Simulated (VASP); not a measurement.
# Mg3CdTe4 (P-43m) in VASP: further runs

Mg3CdTe4 is run at these levels: PBE; tasks: single point.

Everything below comes from runs of VASP 6.6.1. Logs are shortened: lines on timing, memory, paths and dates and some standing lists are left out, and cuts for length are marked.

### Step 1. The cell of the first run

Symmetry: P-43m, No. 215, cubic system. Conventional cell: a = 6.470 Å, b = 6.470 Å, c = 6.470 Å, α = 90.00°, β = 90.00°, γ = 90.00°. Mg (site symmetry -42m) has 4 Te at 2.79 Å within 3.7 Å. Within 3.7 Å of Cd (site symmetry -43m) lie 4 Te at 2.84 Å. Within 3.7 Å of Te (site symmetry 3m) lie 3 Mg at 2.79 Å and 1 Cd at 2.84 Å.

### Step 2. Single point, PBE (33.85 Å³/atom)

INCAR

```
  PREC = Accurate
  ENCUT = 520
  EDIFF = 1E-6
  ISMEAR = 0
  SIGMA = 0.02
  LREAL = False
  LASPH = True
  NELM = 80
  ALGO = Normal
  ISIF = 2
  LWAVE = False
  LCHARG = False
  GGA = PE
  NBANDS = 31
```

KPOINTS

```
Automatic mesh
0
Gamma
  4 4 4
```

POSCAR

```
Mg3CdTe4
1.0
    6.4699541223      0.0000000000      0.0000000000
    0.0000000000      6.4699541223      0.0000000000
    0.0000000000      0.0000000000      6.4699541223
Mg Cd Te
3 1 4
Direct
    0.0000000000      0.0000000000      0.5000000000
    0.0000000000      0.5000000000      0.0000000000
    0.5000000000      0.0000000000      0.0000000000
    0.5000000000      0.5000000000      0.5000000000
    0.7533568902      0.7533568902      0.7533568902
    0.7533568902      0.2466431098      0.2466431098
    0.2466431098      0.7533568902      0.2466431098
    0.2466431098      0.2466431098      0.7533568902
```

Potentials or basis: VASP PAW PBE potentials, release 64 (Mg, Cd, Te).

Started as:

```bash
$ cat potpaw_PBE.64/Mg/POTCAR potpaw_PBE.64/Cd/POTCAR potpaw_PBE.64/Te/POTCAR > POTCAR
$ mpirun -np 1 vasp_std > vasp.out
```

OUTCAR:

```text
PREC = Accurate
   ENCUT = 520
   EDIFF = 1E-6
   ISMEAR = 0
   LREAL = False
   LASPH = True
   NELM = 80
   ISIF = 2
   GGA = PE

 ion  position               nearest neighbor table
   1  0.000  0.000  0.500-   5 2.79   6 2.79   7 2.79   8 2.79
   2  0.000  0.500  0.000-   5 2.79   6 2.79   7 2.79   8 2.79
   3  0.500  0.000  0.000-   5 2.79   6 2.79   7 2.79   8 2.79
   4  0.500  0.500  0.500-   5 2.84   6 2.84   7 2.84   8 2.84
   5  0.753  0.753  0.753-   1 2.79   2 2.79   3 2.79   4 2.84
   6  0.753  0.247  0.247-   1 2.79   2 2.79   3 2.79   4 2.84
   7  0.247  0.753  0.247-   1 2.79   2 2.79   3 2.79   4 2.84
   8  0.247  0.247  0.753-   1 2.79   2 2.79   3 2.79   4 2.84

  LATTYP: Found a simple cubic cell.
 ALAT       =     6.4699541223

  Lattice vectors:

 A1 = (   6.4699541223,   0.0000000000,   0.0000000000)
 A2 = (   0.0000000000,   6.4699541223,   0.0000000000)
 A3 = (   0.0000000000,   0.0000000000,   6.4699541223)

Analysis of symmetry for initial positions (statically):
=====================================================================
 Subroutine PRICEL returns:
 Original cell was already a primitive cell.

 Routine SETGRP: Setting up the symmetry group for a
 simple cubic supercell.

 Subroutine GETGRP returns: Found 24 space group operations
 (whereof 24 operations were pure point group operations)
 out of a pool of 48 trial point group operations.

The static configuration has the point symmetry T_d .

Analysis of symmetry for dynamics (positions and initial velocities):
=====================================================================
 Subroutine PRICEL returns:
 Original cell was already a primitive cell.

 Routine SETGRP: Setting up the symmetry group for a
 simple cubic supercell.

 Subroutine GETGRP returns: Found 24 space group operations
 (whereof 24 operations were pure point group operations)
 out of a pool of 48 trial point group operations.

The dynamic configuration has the point symmetry T_d .

 Subroutine INISYM returns: Found 24 space group operations
 (whereof 24 operations are pure point group operations),
 and found     1 'primitive' translations

----------------------------------------------------------------------------------------

                                     Primitive cell

  volume of cell :     270.8343

  direct lattice vectors                    reciprocal lattice vectors
     6.469954122  0.000000000  0.000000000     0.154560601  0.000000000  0.000000000
     0.000000000  6.469954122  0.000000000     0.000000000  0.154560601  0.000000000
     0.000000000  0.000000000  6.469954122     0.000000000  0.000000000  0.154560601

  length of vectors
     6.469954122  6.469954122  6.469954122     0.154560601  0.154560601  0.154560601

  position of ions in fractional coordinates (direct lattice)
     0.000000000  0.000000000  0.500000000
     0.000000000  0.500000000  0.000000000
     0.500000000  0.000000000  0.000000000
     0.500000000  0.500000000  0.500000000
     0.753356890  0.753356890  0.753356890
     0.753356890  0.246643110  0.246643110
     0.246643110  0.753356890  0.246643110
     0.246643110  0.246643110  0.753356890

  ion indices of the primitive-cell ions
   primitive index   ion index
                 1           1
                 2           2
                 3           3
                 4           4
                 5           5
                 6           6
                 7           7
                 8           8

----------------------------------------------------------------------------------------

 KPOINTS: Automatic mesh

Automatic generation of k-mesh.
 Grid dimensions read from file:
 generate k-points for:    4    4    4

 Generating k-lattice:

  Cartesian coordinates                     Fractional coordinates (reciprocal lattice)
     0.038640150  0.000000000  0.000000000     0.250000000  0.000000000  0.000000000
     0.000000000  0.038640150  0.000000000     0.000000000  0.250000000  0.000000000
[... 46 lines left out ...]
   LRPA    =     F    only Hartree local field effects (RPA)
 non-spin polarized calculation
 Gauss-broadening in eV      SIGMA  =   0.02
  energy-cutoff  :      520.00
  volume of cell :      270.83
 maximum number of plane-waves:      7316
   NGX = 25   NGY = 25   NGZ = 25

 number of electron      41.9999989 magnetization

 Free energy of the ion-electron system (eV)
  ---------------------------------------------------
  ext. energy  EPLUGINS =         0.00000000
  ---------------------------------------------------
  free energy    TOTEN  =       -23.98127004 eV

  energy without entropy =      -23.98127004  energy(sigma->0) =      -23.98127004

 E-fermi :   2.0836     XC(G=0):  -8.0263

 val. band max:        1.9634707108   @ k =   0.0000   0.0000   0.0000
 cond. band min:       3.8380242904   @ k =   0.0000   0.0000   0.0000
 fundamental gap:      1.8745535796
 Fermi energy:         2.0835576614

 k-point     1 :       0.0000    0.0000    0.0000
  band No.  band energies     occupation
      1      -8.4389      2.00000
      2      -7.7385      2.00000
      3      -7.7385      2.00000
      4      -7.7385      2.00000
      5      -5.6039      2.00000
      6      -5.6039      2.00000
[... 23 lines left out ...]
     30       7.2178      0.00000
     31       7.2178      0.00000

 k-point     2 :       0.2500    0.0000    0.0000
  band No.  band energies     occupation
      1      -8.3463      2.00000
      2      -7.8491      2.00000
      3      -7.7376      2.00000
      4      -7.7376      2.00000
      5      -5.6037      2.00000
      6      -5.6029      2.00000
[... 23 lines left out ...]
     30       7.6994      0.00000
     31       7.6994      0.00000

 k-point     3 :       0.5000    0.0000    0.0000
  band No.  band energies     occupation
      1      -8.1385      2.00000
      2      -8.0752      2.00000
      3      -7.7367      2.00000
      4      -7.7367      2.00000
      5      -5.6194      2.00000
      6      -5.6020      2.00000
[... 227 lines left out ...]
     30       7.6401      0.00000
     31       7.6554      0.00000

 k-point    10 :       0.5000    0.5000    0.5000
  band No.  band energies     occupation
      1      -7.9243      2.00000
      2      -7.9243      2.00000
      3      -7.9243      2.00000
      4      -7.8685      2.00000
      5      -5.5943      2.00000
      6      -5.5943      2.00000
[... 23 lines left out ...]
     30       7.3285      0.00000
     31       7.3285      0.00000

------------------------ aborting loop because EDIFF is reached ----------------------------------------

  FORCE on cell =-STRESS in cart. coord.  units (eV):
  Direction    XX          YY          ZZ          XY          YZ          ZX
  --------------------------------------------------------------------------------------
  -------------------------------------------------------------------------------------
  Total        1.9069064      1.9069064      1.9069064     -0.0000000      0.0000000      0.0000000
  in kB       11.2807081     11.2807081     11.2807081     -0.0000000      0.0000000      0.0000000
  external PRESSURE =      11.2807081 kB  Pullay stress =       0.0000000 kB

 VOLUME and BASIS-vectors are now :
 -----------------------------------------------------------------------------
  energy-cutoff  :      520.00
  volume of cell :      270.83
      direct lattice vectors                 reciprocal lattice vectors
     6.469954122  0.000000000  0.000000000     0.154560601  0.000000000  0.000000000
     0.000000000  6.469954122  0.000000000     0.000000000  0.154560601  0.000000000
     0.000000000  0.000000000  6.469954122     0.000000000  0.000000000  0.154560601

 POSITION                                       TOTAL-FORCE (eV/Angst)
 -----------------------------------------------------------------------------------
      0.00000      0.00000      3.23498        -0.000000     -0.000000     -0.000000
      0.00000      3.23498      0.00000        -0.000000     -0.000000     -0.000000
      3.23498      0.00000      0.00000        -0.000000     -0.000000     -0.000000
      3.23498      3.23498      3.23498        -0.000000     -0.000000     -0.000000
      4.87418      4.87418      4.87418         0.008530      0.008530      0.008530
      4.87418      1.59577      1.59577         0.008530     -0.008530     -0.008530
      1.59577      4.87418      1.59577        -0.008530      0.008530     -0.008530
      1.59577      1.59577      4.87418        -0.008530     -0.008530      0.008530
 -----------------------------------------------------------------------------------
    total drift:                               -0.000000     -0.000000     -0.000000

  FREE ENERGIE OF THE ION-ELECTRON SYSTEM (eV)
  ---------------------------------------------------
  free  energy   TOTEN  =       -23.9812700445 eV

  energy  without entropy=      -23.9812700445  energy(sigma->0) =      -23.98127004
```

Run time: 41 s. Hardware: 1 thread of Intel Xeon 6975P-C (Granite Rapids), shared host; peak memory 0.38 GiB.

What came out:

```yaml
Free_energy: -23.9813 eV
Pressure: 1.1 GPa
Largest_force: 0.015 eV/Å
Band_gap_on_the_k_mesh: 1.87 eV
```

Forces on the atoms (eV/Å):
```
Mg   0.000  0.000  0.000
Mg   0.000  0.000  0.000
Mg   0.000  0.000  0.000
Cd   0.000  0.000  0.000
Te   0.009  0.009  0.009
Te   0.009 -0.009 -0.009
Te  -0.009  0.009 -0.009
Te  -0.009 -0.009  0.009
```

Levels at points of the mesh, in eV from the valence-band top:
| k point | band 17 | band 18 | band 19 | band 20 | band 21 | band 22 | band 23 | band 24 | band 25 | band 26 |
| --- | --- | --- | --- | --- | --- | --- | --- | --- | --- | --- |
| (0.00, 0.00, 0.00) | -1.32 | -1.32 | 0.00 | 0.00 | 0.00 | 1.87 | 2.82 | 2.82 | 2.82 | 2.88 |
| (0.50, 0.00, 0.00) | -1.61 | -0.85 | -0.85 | -0.67 | -0.67 | 3.49 | 3.81 | 3.86 | 4.01 | 4.61 |
| (0.50, 0.50, 0.00) | -1.64 | -0.66 | -0.51 | -0.46 | -0.46 | 3.52 | 4.15 | 4.15 | 4.25 | 5.59 |
| (0.50, 0.50, 0.50) | -0.54 | -0.54 | -0.37 | -0.37 | -0.37 | 2.16 | 3.12 | 3.12 | 3.12 | 5.33 |

Caveat: spin-orbit coupling is left out, which moves the levels of the heavy elements. A k mesh can miss the band edges.

### Step 3. Single point, PBE

This run uses another cell than the first one, of 34.58 Å³/atom.

INCAR

```
SYSTEM = Mg3CdTe4
ALGO = Normal
EDIFF = 1E-7
ENCUT = 520
GGA = PE
ISIF = 2
ISMEAR = 0
LASPH = .TRUE.
LCHARG = .FALSE.
LREAL = .FALSE.
LWAVE = .FALSE.
NBANDS = 31
NELM = 100
PREC = Accurate
SIGMA = 0.1
```

KPOINTS

```
k-points
0
G
  4 4 4
  0 0 0
```

POSCAR

```
Mg3CdTe4
1.0
    6.5156949091      0.0000000000      0.0000000000
    0.0000000000      6.5156949091      0.0000000000
    0.0000000000      0.0000000000      6.5156949091
Mg Cd Te
3 1 4
Direct
    0.0000000000      0.0000000000      0.5000000000
    0.0000000000      0.5000000000      0.0000000000
    0.5000000000      0.0000000000      0.0000000000
    0.5000000000      0.5000000000      0.5000000000
    0.7529771202      0.7529771202      0.7529771202
    0.7529771202      0.2470228798      0.2470228798
    0.2470228798      0.7529771202      0.2470228798
    0.2470228798      0.2470228798      0.7529771202
```

Potentials or basis: VASP PAW PBE potentials, release 64 (Mg, Cd, Te).

Started as:

```bash
$ cat potpaw_PBE.64/Mg/POTCAR potpaw_PBE.64/Cd/POTCAR potpaw_PBE.64/Te/POTCAR > POTCAR
$ mpirun -np 1 vasp_std > vasp.out
```

It took 48 s on 1 thread of Intel Xeon 6975P-C (Granite Rapids), shared host; peak memory 0.38 GiB.

The run converged. Its results:

```yaml
Free_energy: -24.0071 eV
Pressure: 0.3 GPa
Largest_force: 0.033 eV/Å
Band_gap_on_the_k_mesh: 1.80 eV
```

Forces on the atoms (eV/Å):
```
Mg   0.000  0.000  0.000
Mg   0.000  0.000  0.000
Mg   0.000  0.000  0.000
Cd   0.000  0.000  0.000
Te   0.019  0.019  0.019
Te   0.019 -0.019 -0.019
Te  -0.019  0.019 -0.019
Te  -0.019 -0.019  0.019
```

Levels at points of the mesh, in eV from the valence-band top:
```tsv
k point	band 18	band 19	band 20	band 21	band 22	band 23	band 24	band 25
(0.00, 0.00, 0.00)	-1.29	0.00	0.00	0.00	1.80	2.85	2.85	2.85
(0.50, 0.00, 0.00)	-0.82	-0.82	-0.65	-0.65	3.44	3.81	3.85	3.96
(0.50, 0.50, 0.00)	-0.63	-0.49	-0.45	-0.45	3.46	4.11	4.11	4.20
(0.50, 0.50, 0.50)	-0.52	-0.36	-0.36	-0.36	2.12	3.06	3.06	3.06
```

Caveat: spin-orbit coupling is left out, which moves the levels of the heavy elements.

### Step 4. Single point, PBE

This run uses another cell than the first one, of 34.90 Å³/atom.

INCAR

```
SYSTEM = Mg3CdTe4
PREC = Accurate
ENCUT = 520
EDIFF = 1E-7
ISMEAR = 0
SIGMA = 0.02
LREAL = .FALSE.
LASPH = .TRUE.
NELM = 60
ALGO = Normal
ISIF = 2
LWAVE = .FALSE.
LCHARG = .FALSE.
GGA = PE
NBANDS = 31
```

KPOINTS

```
regular mesh
0
G
  4 4 4
  0 0 0
```

POSCAR

```
Mg3CdTe4
1.0
    6.5359786224      0.0000000000      0.0000000000
    0.0000000000      6.5359786224      0.0000000000
    0.0000000000      0.0000000000      6.5359786224
Mg Cd Te
3 1 4
Direct
    0.0000000000      0.0000000000      0.5000000000
    0.0000000000      0.5000000000      0.0000000000
    0.5000000000      0.0000000000      0.0000000000
    0.5000000000      0.5000000000      0.5000000000
    0.7531251698      0.7531251698      0.7531251698
    0.7531251698      0.2468748302      0.2468748302
    0.2468748302      0.7531251698      0.2468748302
    0.2468748302      0.2468748302      0.7531251698
```

Started as:

```bash
$ cat potpaw_PBE.64/Mg/POTCAR potpaw_PBE.64/Cd/POTCAR potpaw_PBE.64/Te/POTCAR > POTCAR
$ mpirun -np 1 vasp_std > vasp.out
```

Run time: 58 s. Hardware: 1 thread of Intel Xeon 6975P-C (Granite Rapids), shared host; peak memory 0.39 GiB.

The run converged. Its results:

| Item | Value |
| --- | --- |
| Free energy | -24.0101 eV |
| Pressure | 0.0 GPa |
| Largest force | 0.017 eV/Å |
| Band gap on the k mesh | 1.77 eV |

Forces in eV/Å, atoms in the order of the input:
```
Mg   0.000  0.000  0.000
Mg   0.000  0.000  0.000
Mg   0.000  0.000  0.000
Cd   0.000  0.000  0.000
Te   0.010  0.010  0.010
Te   0.010 -0.010 -0.010
Te  -0.010  0.010 -0.010
Te  -0.010 -0.010  0.010
```

Levels at points of the mesh, in eV from the valence-band top:
| k point | band 17 | band 18 | band 19 | band 20 | band 21 | band 22 | band 23 | band 24 | band 25 | band 26 |
| --- | --- | --- | --- | --- | --- | --- | --- | --- | --- | --- |
| (0.00, 0.00, 0.00) | -1.27 | -1.27 | 0.00 | 0.00 | 0.00 | 1.77 | 2.86 | 2.86 | 2.86 | 2.86 |
| (0.50, 0.00, 0.00) | -1.54 | -0.81 | -0.81 | -0.64 | -0.64 | 3.41 | 3.81 | 3.85 | 3.93 | 4.60 |
| (0.50, 0.50, 0.00) | -1.56 | -0.63 | -0.49 | -0.44 | -0.44 | 3.43 | 4.09 | 4.09 | 4.19 | 5.53 |
| (0.50, 0.50, 0.50) | -0.52 | -0.52 | -0.35 | -0.35 | -0.35 | 2.10 | 3.04 | 3.04 | 3.04 | 5.33 |

Caveat: spin-orbit coupling is left out, which moves the levels of the heavy elements.

### Step 5. Single point, PBE (35.95 Å³/atom)

This run uses another cell than the first one, of 35.95 Å³/atom.

INCAR

```
PREC = Accurate
ENCUT = 520
EDIFF = 1E-7
ISMEAR = 0
SIGMA = 0.02
LREAL = False
LASPH = True
NELM = 80
ALGO = Normal
ISIF = 2
LWAVE = False
LCHARG = False
GGA = PE
NBANDS = 31
```

KPOINTS

```
Automatic mesh
0
Gamma
  4 4 4
```

Edit POSCAR of step 4 so:

```diff
@@ -2,5 +2,5 @@
 1.0
-    6.5359786224      0.0000000000      0.0000000000
-    0.0000000000      6.5359786224      0.0000000000
-    0.0000000000      0.0000000000      6.5359786224
+    6.6006954909      0.0000000000      0.0000000000
+    0.0000000000      6.6006954909      0.0000000000
+    0.0000000000      0.0000000000      6.6006954909
 Mg Cd Te
```

Started as:

```bash
$ cat potpaw_PBE.64/Mg/POTCAR potpaw_PBE.64/Cd/POTCAR potpaw_PBE.64/Te/POTCAR > POTCAR
$ mpirun -np 1 vasp_std > vasp.out
```

Run time: 62 s. Hardware: 1 thread of Intel Xeon 6975P-C (Granite Rapids), shared host; peak memory 0.39 GiB.

Results (log left out):

```
Free energy            : -23.9850 eV
Pressure               : -0.9 GPa
Largest force          : 0.004 eV/Å
Band gap on the k mesh : 1.66 eV
```

Forces in eV/Å, atoms in the order of the input:
```
Mg   0.000  0.000  0.000
Mg   0.000  0.000  0.000
Mg   0.000  0.000  0.000
Cd   0.000  0.000  0.000
Te   0.002  0.002  0.002
Te   0.002 -0.002 -0.002
Te  -0.002  0.002 -0.002
Te  -0.002 -0.002  0.002
```

Levels at points of the mesh, in eV from the valence-band top:
```
           k point  band 18  band 19  band 20  band 21  band 22  band 23  band 24  band 25
(0.00, 0.00, 0.00)    -1.21     0.00     0.00     0.00     1.66     2.84     2.90     2.90
(0.50, 0.00, 0.00)    -0.77    -0.77    -0.62    -0.62     3.32     3.78     3.84     3.87
(0.50, 0.50, 0.00)    -0.60    -0.47    -0.42    -0.42     3.33     4.03     4.03     4.12
(0.50, 0.50, 0.50)    -0.50    -0.34    -0.34    -0.34     2.04     2.98     2.98     2.98
```

Caveat: spin-orbit coupling is left out, which moves the levels of the heavy elements. A k mesh can miss the band edges.

### Step 6. Single point, PBE (37.00 Å³/atom)

This run uses another cell than the first one, of 37.00 Å³/atom.

Edit INCAR of step 5 so:

```diff
@@ -2,3 +2,3 @@
 ENCUT = 520
-EDIFF = 1E-7
+EDIFF = 1E-6
 ISMEAR = 0
@@ -7,3 +7,3 @@
 LASPH = True
-NELM = 80
+NELM = 100
 ALGO = Normal
```

KPOINTS

```
regular mesh
0
Gamma
  4 4 4
```

POSCAR

```
Mg3CdTe4
1.0
    6.6641676105      0.0000000000      0.0000000000
    0.0000000000      6.6641676105      0.0000000000
    0.0000000000      0.0000000000      6.6641676105
Mg Cd Te
3 1 4
Direct
    0.0000000000      0.0000000000      0.5000000000
    0.0000000000      0.5000000000      0.0000000000
    0.5000000000      0.0000000000      0.0000000000
    0.5000000000      0.5000000000      0.5000000000
    0.7525879481      0.7525879481      0.7525879481
    0.7525879481      0.2474120519      0.2474120519
    0.2474120519      0.7525879481      0.2474120519
    0.2474120519      0.2474120519      0.7525879481
```

Potentials or basis: VASP PAW PBE potentials, release 64 (Mg, Cd, Te).

Started as:

```bash
$ cat potpaw_PBE.64/Mg/POTCAR potpaw_PBE.64/Cd/POTCAR potpaw_PBE.64/Te/POTCAR > POTCAR
$ mpirun -np 1 vasp_std > vasp.out
```

It took 55 s on 1 thread of Intel Xeon 6975P-C (Granite Rapids), shared host; peak memory 0.39 GiB.

Results (log left out):

```yaml
Free_energy: -23.9134 eV
Pressure: -1.8 GPa
Largest_force: 0.029 eV/Å
Band_gap_on_the_k_mesh: 1.57 eV
```

Forces in eV/Å, atoms in the order of the input:
```
Mg   0.000  0.000  0.000
Mg   0.000  0.000  0.000
Mg   0.000  0.000  0.000
Cd   0.000  0.000  0.000
Te   0.017  0.017  0.017
Te   0.017 -0.017 -0.017
Te  -0.017  0.017 -0.017
Te  -0.017 -0.017  0.017
```

Levels at points of the mesh, in eV from the valence-band top:
```tsv
k point	band 18	band 19	band 20	band 21	band 22	band 23	band 24	band 25
(0.00, 0.00, 0.00)	-1.16	0.00	0.00	0.00	1.57	2.83	2.94	2.94
(0.50, 0.00, 0.00)	-0.74	-0.74	-0.59	-0.59	3.24	3.72	3.83	3.85
(0.50, 0.50, 0.00)	-0.57	-0.45	-0.40	-0.40	3.25	3.96	3.96	4.03
(0.50, 0.50, 0.50)	-0.47	-0.33	-0.33	-0.33	2.00	2.91	2.91	2.91
```

Caveat: spin-orbit coupling is left out, which moves the levels of the heavy elements.

### Step 7. Overview

```tsv
cell	smearing	gap on the mesh (eV)	pressure (GPa)	largest force (eV/Å)
a = 6.470 Å, 8 atoms	gaussian 0.02 eV	1.87	1.1	0.01
a = 6.516 Å, 8 atoms	gaussian 0.1 eV	1.80	0.3	0.03
a = 6.536 Å, 8 atoms	gaussian 0.02 eV	1.77	0.0	0.02
a = 6.601 Å, 8 atoms	gaussian 0.02 eV	1.66	-0.9	-
a = 6.664 Å, 8 atoms	gaussian 0.02 eV	1.57	-1.8	0.03
```

Alike in all rows: task single point; level PBE; potentials or basis VASP PAW PBE potentials, release 64 (Mg, Cd, Te); no spin polarisation; k mesh 4 × 4 × 4; cutoff (eV) 520.

Caveats: spin-orbit coupling is left out, which moves the levels of the heavy elements.

Absolute energies hang on the potentials; compare differences alone.
